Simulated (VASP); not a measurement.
# SnPb2O3 in VASP: further runs

The runs below take SnPb2O3 through single point, with PBE.

Everything below comes from runs of VASP 6.6.1. Logs are shortened: lines on timing, memory, paths and dates and some standing lists are left out, and cuts for length are marked.

## 1. The cell of the first run

It takes space group P4/nmm (No. 129, tetragonal). The conventional cell has a = 3.903 Å, b = 3.903 Å, c = 15.397 Å, α = 90.00°, β = 90.00°, γ = 90.00°. Sn (site symmetry 4mm) has 4 O at 2.27 Å within 3.0 Å. Pb (site symmetry 4mm) has 4 O at 2.27 Å within 3.0 Å. Within 3.0 Å of Pb (site symmetry 4mm) lie 4 O at 2.27 Å. O (site symmetry 2mm) has 2 Pb at 2.27 Å and 2 Sn at 2.27 Å and 4 O at 2.76 Å within 3.0 Å. O (site symmetry -4m2) has 4 Pb at 2.27 Å and 4 O at 2.76 Å within 3.0 Å.

## 2. Single point, PBE

Contents of INCAR:

```
SYSTEM = SnPb2O3
PREC = Accurate
ENCUT = 520
EDIFF = 1E-7
ISMEAR = 0
SIGMA = 0.1
LREAL = .FALSE.
LASPH = .TRUE.
NELM = 60
ALGO = Normal
ISIF = 2
LWAVE = .FALSE.
LCHARG = .FALSE.
GGA = PE
NBANDS = 72
```

Contents of KPOINTS:

```
regular mesh
0
G
  4 4 1
  0 0 0
```

Contents of POSCAR:

```
SnPb2O3
1.0
    3.9025078900      0.0000000000      0.0000000000
    0.0000000000      3.9025078900      0.0000000000
    0.0000000000      0.0000000000     15.3967249500
Sn Pb O
2 4 6
Direct
    0.5000000000      0.0000000000      0.9086582600
    0.0000000000      0.5000000000      0.0913417400
    0.5000000000      0.0000000000      0.2419915900
    0.5000000000      0.0000000000      0.5753249300
    0.0000000000      0.5000000000      0.4246750700
    0.0000000000      0.5000000000      0.7580084100
    0.5000000000      0.5000000000      0.8333333300
    0.5000000000      0.5000000000      0.1666666700
    0.5000000000      0.5000000000      0.5000000000
    0.0000000000      0.0000000000      0.8333333300
    0.0000000000      0.0000000000      0.1666666700
    0.0000000000      0.0000000000      0.5000000000
```

Potentials or basis: VASP PAW PBE potentials, release 64 (Sn_d, Pb_d, O).

Started as:

```console
> cat potpaw_PBE.64/Sn_d/POTCAR potpaw_PBE.64/Pb_d/POTCAR potpaw_PBE.64/O/POTCAR > POTCAR
> mpirun -np 1 vasp_std > vasp.out
```

OUTCAR:

```text
SYSTEM = SnPb2O3
   PREC = Accurate
   ENCUT = 520
   EDIFF = 1E-7
   ISMEAR = 0
   LREAL = .FALSE.
   LASPH = .TRUE.
   NELM = 60
   ISIF = 2
   GGA = PE

 ion  position               nearest neighbor table
   1  0.500  0.000  0.909-   7 2.27  10 2.27   7 2.27  10 2.27   6 3.60   6 3.60   6 3.60   6 3.60

   2  0.000  0.500  0.091-   8 2.27  11 2.27  11 2.27   8 2.27   3 3.60   3 3.60   3 3.60   3 3.60

   3  0.500  0.000  0.242-   8 2.27  11 2.27   8 2.27  11 2.27   2 3.60   2 3.60   2 3.60   2 3.60
                             5 3.94   5 3.94   5 3.94   5 3.94
   4  0.500  0.000  0.575-   9 2.27  12 2.27   9 2.27  12 2.27   5 3.60   5 3.60   5 3.60   5 3.60
                             6 3.94   6 3.94   6 3.94   6 3.94
   5  0.000  0.500  0.425-   9 2.27  12 2.27  12 2.27   9 2.27   4 3.60   4 3.60   4 3.60   4 3.60
                             3 3.94   3 3.94   3 3.94   3 3.94
   6  0.000  0.500  0.758-   7 2.27  10 2.27  10 2.27   7 2.27   1 3.60   1 3.60   1 3.60   1 3.60
                             4 3.94   4 3.94   4 3.94   4 3.94
   7  0.500  0.500  0.833-   6 2.27   6 2.27   1 2.27   1 2.27
   8  0.500  0.500  0.167-   3 2.27   3 2.27   2 2.27   2 2.27
   9  0.500  0.500  0.500-   4 2.27   5 2.27   4 2.27   5 2.27
  10  0.000  0.000  0.833-   6 2.27   6 2.27   1 2.27   1 2.27
  11  0.000  0.000  0.167-   3 2.27   3 2.27   2 2.27   2 2.27
  12  0.000  0.000  0.500-   4 2.27   5 2.27   5 2.27   4 2.27

  LATTYP: Found a simple tetragonal cell.
 ALAT       =     3.9025078900
 C/A-ratio  =     3.9453411457

  Lattice vectors:

 A1 = (   3.9025078900,   0.0000000000,   0.0000000000)
 A2 = (   0.0000000000,   3.9025078900,   0.0000000000)
 A3 = (   0.0000000000,   0.0000000000,  15.3967249500)

Analysis of symmetry for initial positions (statically):
=====================================================================
 Subroutine PRICEL returns:
 Original cell was already a primitive cell.

 Routine SETGRP: Setting up the symmetry group for a
 simple tetragonal supercell.

 Subroutine GETGRP returns: Found 16 space group operations
 (whereof  8 operations were pure point group operations)
 out of a pool of 16 trial point group operations.

The static configuration has the point symmetry D_2d.
 The point group associated with its full space group is D_4h.

Analysis of symmetry for dynamics (positions and initial velocities):
=====================================================================
 Subroutine PRICEL returns:
 Original cell was already a primitive cell.

 Routine SETGRP: Setting up the symmetry group for a
 simple tetragonal supercell.

 Subroutine GETGRP returns: Found 16 space group operations
 (whereof  8 operations were pure point group operations)
 out of a pool of 16 trial point group operations.

The dynamic configuration has the point symmetry D_2d.
 The point group associated with its full space group is D_4h.

 Subroutine INISYM returns: Found 16 space group operations
 (whereof  8 operations are pure point group operations),
 and found     1 'primitive' translations

----------------------------------------------------------------------------------------

                                     Primitive cell

  volume of cell :     234.4855

  direct lattice vectors                    reciprocal lattice vectors
     3.902507890  0.000000000  0.000000000     0.256245478  0.000000000  0.000000000
     0.000000000  3.902507890  0.000000000     0.000000000  0.256245478  0.000000000
     0.000000000  0.000000000 15.396724950     0.000000000  0.000000000  0.064948877

  length of vectors
     3.902507890  3.902507890 15.396724950     0.256245478  0.256245478  0.064948877

  position of ions in fractional coordinates (direct lattice)
     0.500000000  0.000000000  0.908658260
     0.000000000  0.500000000  0.091341740
     0.500000000  0.000000000  0.241991590
     0.500000000  0.000000000  0.575324930
     0.000000000  0.500000000  0.424675070
     0.000000000  0.500000000  0.758008410
     0.500000000  0.500000000  0.833333330
     0.500000000  0.500000000  0.166666670
     0.500000000  0.500000000  0.500000000
     0.000000000  0.000000000  0.833333330
     0.000000000  0.000000000  0.166666670
     0.000000000  0.000000000  0.500000000

  ion indices of the primitive-cell ions
   primitive index   ion index
                 1           1
                 2           2
                 3           3
                 4           4
                 5           5
                 6           6
                 7           7
                 8           8
                 9           9
                10          10
                11          11
                12          12

----------------------------------------------------------------------------------------

 KPOINTS: regular mesh

Automatic generation of k-mesh.
 Grid dimensions read from file:
 generate k-points for:    4    4    1

 Generating k-lattice:

  Cartesian coordinates                     Fractional coordinates (reciprocal lattice)
     0.064061370  0.000000000  0.000000000     0.250000000  0.000000000  0.000000000
     0.000000000  0.064061370  0.000000000     0.000000000  0.250000000  0.000000000
     0.000000000  0.000000000  0.064948877     0.000000000  0.000000000  1.000000000

  Length of vectors
     0.064061370  0.064061370  0.064948877

  Shift w.r.t. Gamma in fractional coordinates (k-lattice)
     0.000000000  0.000000000  0.000000000

 Subroutine IBZKPT returns following result:
 ===========================================

 Found      6 irreducible k-points:

 Following reciprocal coordinates:
            Coordinates               Weight
  0.000000  0.000000  0.000000      1.000000
  0.250000  0.000000  0.000000      4.000000
  0.500000  0.000000  0.000000      2.000000
  0.250000  0.250000  0.000000      4.000000
  0.500000  0.250000  0.000000      4.000000
  0.500000  0.500000  0.000000      1.000000
   k-points           NKPTS =      6   k-points in BZ     NKDIM =      6   number of bands    NBANDS=     72
   number of dos      NEDOS =    301   number of ions     NIONS =     12
   total plane-waves  NPLWV = 108000
   dimension x,y,z NGX =    30 NGY =   30 NGZ =  120
   dimension x,y,z NGXF=    60 NGYF=   60 NGZF=  240
   ions per type =               2   4   6
   NGX,Y,Z   is equivalent  to a cutoff of  12.78, 12.78, 12.96 a.u.
   NGXF,Y,Z  is equivalent  to a cutoff of  25.56, 25.56, 25.91 a.u.
 SYSTEM =  SnPb2O3
   PREC   = accura    normal or accurate (medium, high low for compatibility)
   ISTART =      0    job   : 0-new  1-cont  2-samecut
   ICHARG =      2    charge: 1-file 2-atom 10-const
   ISPIN  =      1    spin polarized calculation?
   LNONCOLLINEAR =      F non collinear calculations
   LSORBIT =      F    spin-orbit coupling
   LASPH  =      T    aspherical Exc in radial PAW
   ENCUT  =  520.0 eV  38.22 Ry    6.18 a.u.   7.26  7.26 28.63*2*pi/ulx,y,z
   NELM   =     60;   NELMIN=  2; NELMDL= -5     # of ELM steps
   EDIFF  = 0.1E-06   stopping-criterion for ELM
   LREAL  =      F    real-space projection
   EDIFFG = 0.1E-05   stopping-criterion for IOM
   NSW    =      0    number of steps for IOM
   IBRION =     -1    ionic relax: 0-MD 1-quasi-New 2-CG
   NFREE  =      0    steps in history (QN), initial steepest desc. (CG)
   ISIF   =      2    stress and relaxation
   ISYM   =      2    0-nonsym 1-usesym 2-fastsym
   POTIM  = 0.5000    time-step for ionic-motion
   TEBEG  =    0.0;   TEEND  =   0.0 temperature during run
   PSTRESS=    0.0 pullay stress
   NELECT =     120.0000    total number of electrons
   NUPDOWN=      -1.0000    fix difference up-down
   EMIN   =  10.00;   EMAX   =-10.00  energy-range for DOS
   EFERMI =   0.00;   METHOD = LEGACY
   ISMEAR =     0;   SIGMA  =   0.10  broadening in eV -4-tet -1-fermi 0-gaus
   EFERMI_NEDOS =   21; number of points for ismear=-14 and -15
   IALGO  =     38    algorithm
   IMIX   =      4    mixing-type and parameters
     AMIX     =   0.40;   BMIX     =  1.00
     AMIX_MAG =   1.60;   BMIX_MAG =  1.00
  volume/ion in A,a.u.               =      19.54       131.87
  Fermi-wavevector in a.u.,A,eV,Ry     =   1.309473  2.474545 23.330182  1.714720
  Thomas-Fermi vector in A             =   2.440069
   LORBIT       =      0    0 simple, 1 ext, 2 COOP (PROOUT), +10 PAW based schemes
   GGA     = PE    functional components
   LHFCALC =     F    Hartree Fock is set to
   AEXX    =    0.0000 exact exchange contribution
   IVDW    =     0    specifies the selected vdW correction
   LEPSILON=     F    determine dielectric tensor
   LRPA    =     F    only Hartree local field effects (RPA)
 non-spin polarized calculation
 Gauss-broadening in eV      SIGMA  =   0.10
  energy-cutoff  :      520.00
  volume of cell :      234.49
 maximum number of plane-waves:      6329
 NGX is ok and might be reduce to    30
   NGX = 15   NGY = 15   NGZ = 57

 number of electron     119.9999985 magnetization

 Free energy of the ion-electron system (eV)
  ---------------------------------------------------
  ext. energy  EPLUGINS =         0.00000000
  ---------------------------------------------------
  free energy    TOTEN  =       -65.20256273 eV

  energy without entropy =      -65.20256273  energy(sigma->0) =      -65.20256273

 E-fermi :   6.1398     XC(G=0):  -9.7988

 val. band max:        5.6412158089   @ k =   0.0000   0.0000   0.0000
 cond. band min:       6.6995564462   @ k =   0.5000   0.5000   0.0000
 fundamental gap:      1.0583406373
 Fermi energy:         6.1398377350

 k-point     1 :       0.0000    0.0000    0.0000
  band No.  band energies     occupation
      1     -15.4537      2.00000
      2     -15.4463      2.00000
      3     -15.2268      2.00000
      4     -15.2268      2.00000
      5     -15.2180      2.00000
      6     -15.2114      2.00000
[... 64 lines left out ...]
     71      11.2298      0.00000
     72      11.2298      0.00000

 k-point     2 :       0.2500    0.0000    0.0000
  band No.  band energies     occupation
      1     -15.4255      2.00000
      2     -15.4224      2.00000
      3     -15.2944      2.00000
      4     -15.2818      2.00000
      5     -15.2258      2.00000
      6     -15.2253      2.00000
[... 64 lines left out ...]
     71      11.5637      0.00000
     72      11.7645      0.00000

 k-point     3 :       0.5000    0.0000    0.0000
  band No.  band energies     occupation
      1     -15.3822      2.00000
      2     -15.3822      2.00000
      3     -15.3620      2.00000
      4     -15.3620      2.00000
      5     -15.2304      2.00000
      6     -15.2304      2.00000
[... 64 lines left out ...]
     71      12.0890      0.00000
     72      12.1437      0.00000

 k-point     4 :       0.2500    0.2500    0.0000
  band No.  band energies     occupation
      1     -15.4054      2.00000
      2     -15.4008      2.00000
      3     -15.3155      2.00000
      4     -15.3121      2.00000
      5     -15.2387      2.00000
      6     -15.2289      2.00000
[... 64 lines left out ...]
     71      11.5951      0.00000
     72      11.7243      0.00000

 k-point     5 :       0.5000    0.2500    0.0000
  band No.  band energies     occupation
      1     -15.3789      2.00000
      2     -15.3789      2.00000
      3     -15.3578      2.00000
      4     -15.3578      2.00000
      5     -15.2357      2.00000
      6     -15.2357      2.00000
[... 64 lines left out ...]
     71      10.9080      0.00000
     72      10.9080      0.00000

 k-point     6 :       0.5000    0.5000    0.0000
  band No.  band energies     occupation
      1     -15.3842      2.00000
      2     -15.3842      2.00000
      3     -15.3640      2.00000
      4     -15.3640      2.00000
      5     -15.2419      2.00000
      6     -15.2419      2.00000
[... 64 lines left out ...]
     71      10.9384      0.00000
     72      10.9500      0.00000

------------------------ aborting loop because EDIFF is reached ----------------------------------------

  FORCE on cell =-STRESS in cart. coord.  units (eV):
  Direction    XX          YY          ZZ          XY          YZ          ZX
  --------------------------------------------------------------------------------------
  -------------------------------------------------------------------------------------
  Total        9.5312930      9.5312930      7.7926892      0.0000000      0.0000000      0.0000000
  in kB       65.1248100     65.1248100     53.2453891      0.0000000      0.0000000      0.0000000
  external PRESSURE =      61.1650031 kB  Pullay stress =       0.0000000 kB

 VOLUME and BASIS-vectors are now :
 -----------------------------------------------------------------------------
  energy-cutoff  :      520.00
  volume of cell :      234.49
      direct lattice vectors                 reciprocal lattice vectors
     3.902507890  0.000000000  0.000000000     0.256245478  0.000000000  0.000000000
     0.000000000  3.902507890  0.000000000     0.000000000  0.256245478  0.000000000
     0.000000000  0.000000000 15.396724950     0.000000000  0.000000000  0.064948877

 POSITION                                       TOTAL-FORCE (eV/Angst)
 -----------------------------------------------------------------------------------
      1.95125      0.00000     13.99036        -0.000000     -0.000000      0.017310
      0.00000      1.95125      1.40636         0.000000      0.000000     -0.017310
      1.95125      0.00000      3.72588        -0.000000     -0.000000      1.326572
      1.95125      0.00000      8.85812         0.000000     -0.000000      1.438112
      0.00000      1.95125      6.53861        -0.000000     -0.000000     -1.438112
      0.00000      1.95125     11.67085        -0.000000      0.000000     -1.326572
      1.95125      1.95125     12.83060        -0.000000     -0.000000      0.741923
      1.95125      1.95125      2.56612         0.000000     -0.000000     -0.741923
      1.95125      1.95125      7.69836        -0.000000     -0.000000      0.000000
      0.00000      0.00000     12.83060        -0.000000     -0.000000      0.741923
      0.00000      0.00000      2.56612        -0.000000      0.000000     -0.741923
      0.00000      0.00000      7.69836        -0.000000      0.000000      0.000000
 -----------------------------------------------------------------------------------
    total drift:                                0.000000     -0.000000     -0.000000

  FREE ENERGIE OF THE ION-ELECTRON SYSTEM (eV)
  ---------------------------------------------------
  free  energy   TOTEN  =       -65.2025627302 eV

  energy  without entropy=      -65.2025627302  energy(sigma->0) =      -65.20256273
```

Run time: 4.6 min. Hardware: 1 thread of Oxide Virtual Turin-like, shared host; peak memory 0.33 GiB.

Results:

```
Free energy            : -65.2026 eV
Pressure               : 6.1 GPa
Largest force          : 1.438 eV/Å
Band gap on the k mesh : 1.06 eV (least direct gap 1.65 eV)
```

Forces on the atoms (eV/Å):
```
Sn   0.000  0.000  0.017
Sn   0.000  0.000 -0.017
Pb   0.000  0.000  1.327
Pb   0.000  0.000  1.438
Pb   0.000  0.000 -1.438
Pb   0.000  0.000 -1.327
O    0.000  0.000  0.742
O    0.000  0.000 -0.742
O    0.000  0.000  0.000
O    0.000  0.000  0.742
O    0.000  0.000 -0.742
O    0.000  0.000  0.000
```

Levels at points of the mesh, in eV from the valence-band top:
| k point | band 56 | band 57 | band 58 | band 59 | band 60 | band 61 | band 62 | band 63 | band 64 | band 65 |
| --- | --- | --- | --- | --- | --- | --- | --- | --- | --- | --- |
| (0.00, 0.00, 0.00) | -2.30 | -2.30 | -1.06 | -0.93 | 0.00 | 1.65 | 1.81 | 2.11 | 4.09 | 4.09 |
| (0.50, 0.00, 0.00) | -2.04 | -1.60 | -1.60 | -1.31 | -1.31 | 2.76 | 2.76 | 2.86 | 2.86 | 3.23 |
| (0.50, 0.50, 0.00) | -1.63 | -1.61 | -1.61 | -1.50 | -1.50 | 1.06 | 1.06 | 2.29 | 2.29 | 2.31 |

Caveat: the cell stands under pressure; spin-orbit coupling is left out, which moves the levels of the heavy elements; forces of over 1 eV/Å act on the atoms, so gaps and moduli don't describe the material at rest.

## 3. Single point, PBE

This run uses another cell than the first one, of 21.16 Å³/atom.

Contents of INCAR:

```
ALGO = Normal ; EDIFF = 1E-6
ENCUT = 520 ; GGA = PE
ISIF = 2 ; ISMEAR = 0
LASPH = True ; LCHARG = False
LREAL = False ; LWAVE = False
NBANDS = 72 ; NELM = 60
PREC = Accurate ; SIGMA = 0.1
```

Contents of KPOINTS:

```
k-points
0
Gamma
  4 4 1
```

Contents of POSCAR:

```
SnPb2O3
1.0
    3.9865429814      0.0000000000      0.0000000000
    0.0000000000      3.9865429814      0.0000000000
    0.0000000000      0.0000000000     15.9790119073
Sn Pb O
2 4 6
Direct
    0.5000000000      0.0000000000      0.9153240564
    0.0000000000      0.5000000000      0.0846759436
    0.5000000000      0.0000000000      0.2306525561
    0.5000000000      0.0000000000      0.5759617557
    0.0000000000      0.5000000000      0.4240382443
    0.0000000000      0.5000000000      0.7693474439
    0.5000000000      0.5000000000      0.8455248630
    0.5000000000      0.5000000000      0.1544751370
    0.5000000000      0.5000000000      0.5000000000
    0.0000000000      0.0000000000      0.8455248630
    0.0000000000      0.0000000000      0.1544751370
    0.0000000000      0.0000000000      0.5000000000
```

Potentials or basis: VASP PAW PBE potentials, release 64 (Sn_d, Pb_d, O).

Started as:

```console
> cat potpaw_PBE.64/Sn_d/POTCAR potpaw_PBE.64/Pb_d/POTCAR potpaw_PBE.64/O/POTCAR > POTCAR
> mpirun -np 1 vasp_std > vasp.out
```

Wall time 3.8 min (1 thread of Oxide Virtual Turin-like, shared host); peak memory 0.33 GiB.

It converged, with:

- Free energy: -65.6385 eV
- Pressure: 0.3 GPa
- Largest force: 0.067 eV/Å
- Band gap on the k mesh: 1.19 eV (least direct gap 1.53 eV)

Forces on the atoms (eV/Å):
```
Sn   0.000  0.000  0.047
Sn   0.000  0.000 -0.047
Pb   0.000  0.000  0.067
Pb   0.000  0.000  0.044
Pb   0.000  0.000 -0.044
Pb   0.000  0.000 -0.067
O    0.000  0.000  0.015
O    0.000  0.000 -0.015
O    0.000  0.000  0.000
O    0.000  0.000  0.015
O    0.000  0.000 -0.015
O    0.000  0.000  0.000
```

Stress tensor (GPa, compression positive):
```
0.26 0.00 0.00
0.00 0.26 0.00
0.00 0.00 0.43
```

Levels at points of the mesh, in eV from the valence-band top:
```
           k point  band 57  band 58  band 59  band 60  band 61  band 62  band 63  band 64
(0.00, 0.00, 0.00)    -1.94    -1.00    -0.85     0.00     1.53     1.58     2.06     4.15
(0.50, 0.00, 0.00)    -1.57    -1.57    -0.96    -0.96     2.41     2.41     2.54     2.54
(0.50, 0.50, 0.00)    -1.33    -1.33    -1.18    -1.18     1.19     1.19     2.29     2.29
```

Caveat: spin-orbit coupling is left out, which moves the levels of the heavy elements. A k mesh can miss the band edges.

(Part 1 of 2 ends here.)
